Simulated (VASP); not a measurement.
# In (Im-3m) in VASP: further runs

The runs below take In through single point, with PBE.

Everything below comes from runs of VASP 6.6.1. Logs are shortened: lines on timing, memory, paths and dates and some standing lists are left out, and cuts for length are marked.

## Step 1: The cell of the first run

It takes space group Im-3m (No. 229, cubic). Conventional cell: a = 3.765 Å, b = 3.765 Å, c = 3.765 Å, α = 90.00°, β = 90.00°, γ = 90.00°. Within 4.3 Å of In (site symmetry m-3m) lie 14 In at 3.26 to 3.77 Å.

## Step 2: Single point, PBE

Contents of INCAR:

```
SYSTEM = In
PREC = Accurate ; ENCUT = 520
EDIFF = 1E-6 ; ISMEAR = 0
SIGMA = 0.017 ; LREAL = .FALSE.
LASPH = .TRUE. ; NELM = 80
ALGO = Fast ; ISIF = 2
LWAVE = .FALSE. ; LCHARG = .FALSE.
GGA = PE ; NBANDS = 12
```

Contents of KPOINTS:

```
regular mesh
0
G
  10 10 10
  0 0 0
```

Contents of POSCAR:

```
In
1.0
   -1.8825252400      1.8825252400      1.8825252400
    1.8825252400     -1.8825252400      1.8825252400
    1.8825252400      1.8825252400     -1.8825252400
In
1
Direct
    0.0000000000      0.0000000000      0.0000000000
```

Potentials or basis: VASP PAW PBE potentials, release 64 (In_d).

On the command line:

```bash
$ cat potpaw_PBE.64/In_d/POTCAR > POTCAR
$ mpirun -np 1 vasp_std > vasp.out
```

OUTCAR:

```text
SYSTEM = In
   PREC = Accurate
   ENCUT = 520
   EDIFF = 1E-6
   ISMEAR = 0
   LREAL = .FALSE.
   LASPH = .TRUE.
   NELM = 80
   ISIF = 2
   GGA = PE

 ion  position               nearest neighbor table
   1  0.000  0.000  0.000-

  LATTYP: Found a body centered cubic cell.
 ALAT       =     3.7650504800

  Lattice vectors:

 A1 = (  -1.8825252400,   1.8825252400,   1.8825252400)
 A2 = (   1.8825252400,  -1.8825252400,   1.8825252400)
 A3 = (   1.8825252400,   1.8825252400,  -1.8825252400)

Analysis of symmetry for initial positions (statically):
=====================================================================
 Subroutine PRICEL returns:
 Original cell was already a primitive cell.

 Routine SETGRP: Setting up the symmetry group for a
 body centered cubic supercell.

 Subroutine GETGRP returns: Found 48 space group operations
 (whereof 48 operations were pure point group operations)
 out of a pool of 48 trial point group operations.

The static configuration has the point symmetry O_h .

Analysis of symmetry for dynamics (positions and initial velocities):
=====================================================================
 Subroutine PRICEL returns:
 Original cell was already a primitive cell.

 Routine SETGRP: Setting up the symmetry group for a
 body centered cubic supercell.

 Subroutine GETGRP returns: Found 48 space group operations
 (whereof 48 operations were pure point group operations)
 out of a pool of 48 trial point group operations.

The dynamic configuration has the point symmetry O_h .

 Subroutine INISYM returns: Found 48 space group operations
 (whereof 48 operations are pure point group operations),
 and found     1 'primitive' translations

----------------------------------------------------------------------------------------

                                     Primitive cell

  volume of cell :      26.6859

  direct lattice vectors                    reciprocal lattice vectors
    -1.882525240  1.882525240  1.882525240     0.000000000  0.265600689  0.265600689
     1.882525240 -1.882525240  1.882525240     0.265600689  0.000000000  0.265600689
     1.882525240  1.882525240 -1.882525240     0.265600689  0.265600689  0.000000000

  length of vectors
     3.260629362  3.260629362  3.260629362     0.375616096  0.375616096  0.375616096

  position of ions in fractional coordinates (direct lattice)
     0.000000000  0.000000000  0.000000000

  ion indices of the primitive-cell ions
   primitive index   ion index
                 1           1

----------------------------------------------------------------------------------------

 KPOINTS: regular mesh

Automatic generation of k-mesh.
 Grid dimensions read from file:
 generate k-points for:   10   10   10

 Generating k-lattice:

  Cartesian coordinates                     Fractional coordinates (reciprocal lattice)
     0.000000000  0.026560069  0.026560069     0.100000000  0.000000000  0.000000000
     0.026560069  0.000000000  0.026560069     0.000000000  0.100000000  0.000000000
     0.026560069  0.026560069  0.000000000     0.000000000  0.000000000  0.100000000

  Length of vectors
     0.037561610  0.037561610  0.037561610

  Shift w.r.t. Gamma in fractional coordinates (k-lattice)
     0.000000000  0.000000000  0.000000000

 Subroutine IBZKPT returns following result:
 ===========================================

 Found     47 irreducible k-points:

 Following reciprocal coordinates:
            Coordinates               Weight
  0.000000  0.000000  0.000000      1.000000
  0.100000  0.000000  0.000000     12.000000
  0.200000  0.000000  0.000000     12.000000
  0.300000  0.000000  0.000000     12.000000
  0.400000  0.000000  0.000000     12.000000
  0.500000  0.000000  0.000000      6.000000
[... 16 lines left out ...]
  0.300000  0.300000  0.100000      8.000000
 -0.300000  0.300000  0.100000     24.000000
 [... further k-points ...]
   k-points           NKPTS =     47   k-points in BZ     NKDIM =     47   number of bands    NBANDS=     12
   number of dos      NEDOS =    301   number of ions     NIONS =      1
   total plane-waves  NPLWV =  13824
   dimension x,y,z NGX =    24 NGY =   24 NGZ =   24
   dimension x,y,z NGXF=    48 NGYF=   48 NGZF=   48
   ions per type =               1
   NGX,Y,Z   is equivalent  to a cutoff of  12.24, 12.24, 12.24 a.u.
   NGXF,Y,Z  is equivalent  to a cutoff of  24.47, 24.47, 24.47 a.u.
 SYSTEM =  In
   PREC   = accura    normal or accurate (medium, high low for compatibility)
   ISTART =      0    job   : 0-new  1-cont  2-samecut
   ICHARG =      2    charge: 1-file 2-atom 10-const
   ISPIN  =      1    spin polarized calculation?
   LNONCOLLINEAR =      F non collinear calculations
   LSORBIT =      F    spin-orbit coupling
   LASPH  =      T    aspherical Exc in radial PAW
   ENCUT  =  520.0 eV  38.22 Ry    6.18 a.u.   6.06  6.06  6.06*2*pi/ulx,y,z
   NELM   =     80;   NELMIN=  2; NELMDL= -5     # of ELM steps
   EDIFF  = 0.1E-05   stopping-criterion for ELM
   LREAL  =      F    real-space projection
   EDIFFG = 0.1E-04   stopping-criterion for IOM
   NSW    =      0    number of steps for IOM
   IBRION =     -1    ionic relax: 0-MD 1-quasi-New 2-CG
   NFREE  =      0    steps in history (QN), initial steepest desc. (CG)
   ISIF   =      2    stress and relaxation
   ISYM   =      2    0-nonsym 1-usesym 2-fastsym
   POTIM  = 0.5000    time-step for ionic-motion
   TEBEG  =    0.0;   TEEND  =   0.0 temperature during run
   PSTRESS=    0.0 pullay stress
   NELECT =      13.0000    total number of electrons
   NUPDOWN=      -1.0000    fix difference up-down
   EMIN   =  10.00;   EMAX   =-10.00  energy-range for DOS
   EFERMI =   0.00;   METHOD = LEGACY
   ISMEAR =     0;   SIGMA  =   0.02  broadening in eV -4-tet -1-fermi 0-gaus
   EFERMI_NEDOS =   21; number of points for ismear=-14 and -15
   IALGO  =     68    algorithm
   IMIX   =      4    mixing-type and parameters
     AMIX     =   0.40;   BMIX     =  1.00
     AMIX_MAG =   1.60;   BMIX_MAG =  1.00
  volume/ion in A,a.u.               =      26.69       180.09
  Fermi-wavevector in a.u.,A,eV,Ry     =   1.288136  2.434225 22.576080  1.659295
  Thomas-Fermi vector in A             =   2.420108
   LORBIT       =      0    0 simple, 1 ext, 2 COOP (PROOUT), +10 PAW based schemes
   GGA     = PE    functional components
   LHFCALC =     F    Hartree Fock is set to
   AEXX    =    0.0000 exact exchange contribution
   IVDW    =     0    specifies the selected vdW correction
   LEPSILON=     F    determine dielectric tensor
   LRPA    =     F    only Hartree local field effects (RPA)
 non-spin polarized calculation
 RMM-DIIS sequential band-by-band and
 Gauss-broadening in eV      SIGMA  =   0.02
  energy-cutoff  :      520.00
  volume of cell :       26.69
 maximum number of plane-waves:       736
   NGX = 13   NGY = 13   NGZ = 13

 number of electron      13.0000005 magnetization

 Free energy of the ion-electron system (eV)
  ---------------------------------------------------
  ext. energy  EPLUGINS =         0.00000000
  ---------------------------------------------------
  free energy    TOTEN  =        -2.54750395 eV

  energy without entropy =       -2.54688607  energy(sigma->0) =       -2.54719501

 E-fermi :   7.2597     XC(G=0): -10.1614

 val. band max:        7.2316456347   @ k =   0.2000   0.2000   0.2000
 cond. band min:       7.2632938815   @ k =   0.3000   0.3000   0.0000
 fundamental gap:      0.0316482469
 Fermi energy:         7.2596944653

 k-point     1 :       0.0000    0.0000    0.0000
  band No.  band energies     occupation
      1      -7.3620      2.00000
      2      -7.3620      2.00000
      3      -7.3620      2.00000
      4      -7.0980      2.00000
      5      -7.0980      2.00000
      6      -2.1025      2.00000
      7      18.2017      0.00000
      8      18.2017      0.00000
      9      18.2017      0.00000
     10      20.2488      0.00000
     11      20.2488      0.00000
     12      20.2488      0.00000

 k-point     2 :       0.1000    0.0000    0.0000
  band No.  band energies     occupation
      1      -7.3721      2.00000
      2      -7.3528      2.00000
      3      -7.3229      2.00000
      4      -7.1086      2.00000
      5      -7.0984      2.00000
      6      -1.8741      2.00000
      7      16.1261      0.00000
      8      17.2268      0.00000
      9      17.6750      0.00000
     10      19.1992      0.00000
     11      19.5165      0.00000
     12      20.1120      0.00000

 k-point     3 :       0.2000    0.0000    0.0000
  band No.  band energies     occupation
      1      -7.3987      2.00000
      2      -7.3396      2.00000
      3      -7.2188      2.00000
      4      -7.1294      2.00000
      5      -7.0993      2.00000
      6      -1.1808      2.00000
      7      12.6647      0.00000
      8      15.6462      0.00000
      9      16.5178      0.00000
     10      18.3633      0.00000
     11      18.5643      0.00000
     12      20.6544      0.00000
[... 286 lines left out ...]
 k-point    23 :       0.3000    0.3000    0.1000
  band No.  band energies     occupation
      1      -7.3995      2.00000
      2      -7.2061      2.00000
      3      -7.2061      2.00000
      4      -7.0943      2.00000
      5      -7.0943      2.00000
      6       4.6575      2.00000
      7       6.5606      2.00000
      8       6.5606      2.00000
      9      10.7591      0.00000
     10      23.6029      0.00000
     11      23.6029      0.00000
     12      24.1605      0.00000

 k-point    24 :      -0.3000    0.3000    0.1000
  band No.  band energies     occupation
      1      -7.3893      2.00000
      2      -7.3271      2.00000
      3      -7.1664      2.00000
      4      -7.1122      2.00000
      5      -7.0922      2.00000
      6       0.2188      2.00000
      7       9.5512      0.00000
      8      13.3809      0.00000
      9      14.5215      0.00000
     10      18.1577      0.00000
     11      19.0918      0.00000
     12      19.9337      0.00000

 [... further k-points ...]
[... 5 lines left out ...]
  --------------------------------------------------------------------------------------
  -------------------------------------------------------------------------------------
  Total        0.2642668      0.2642668      0.2642668     -0.0000000      0.0000000     -0.0000000
  in kB       15.8661232     15.8661232     15.8661232     -0.0000000      0.0000000     -0.0000000
  external PRESSURE =      15.8661232 kB  Pullay stress =       0.0000000 kB

 VOLUME and BASIS-vectors are now :
 -----------------------------------------------------------------------------
  energy-cutoff  :      520.00
  volume of cell :       26.69
      direct lattice vectors                 reciprocal lattice vectors
    -1.882525240  1.882525240  1.882525240     0.000000000  0.265600689  0.265600689
     1.882525240 -1.882525240  1.882525240     0.265600689  0.000000000  0.265600689
     1.882525240  1.882525240 -1.882525240     0.265600689  0.265600689  0.000000000

 POSITION                                       TOTAL-FORCE (eV/Angst)
 -----------------------------------------------------------------------------------
      0.00000      0.00000      0.00000         0.000000      0.000000      0.000000
 -----------------------------------------------------------------------------------
    total drift:                               -0.000000      0.000000      0.000000

  FREE ENERGIE OF THE ION-ELECTRON SYSTEM (eV)
  ---------------------------------------------------
  free  energy   TOTEN  =        -2.5475039473 eV

  energy  without entropy=       -2.5468860739  energy(sigma->0) =       -2.54719501
```

Run time: 12 s. Hardware: 1 thread of AMD EPYC 7R13 (Zen 3), shared host; peak memory 0.11 GiB.

Results:

| Quantity | Value |
| --- | --- |
| Free energy | -2.5475 eV |
| Pressure | 1.6 GPa |

Caveat: spin-orbit coupling is left out, which moves the levels of the heavy elements.

(Part 1 of 2 ends here.)
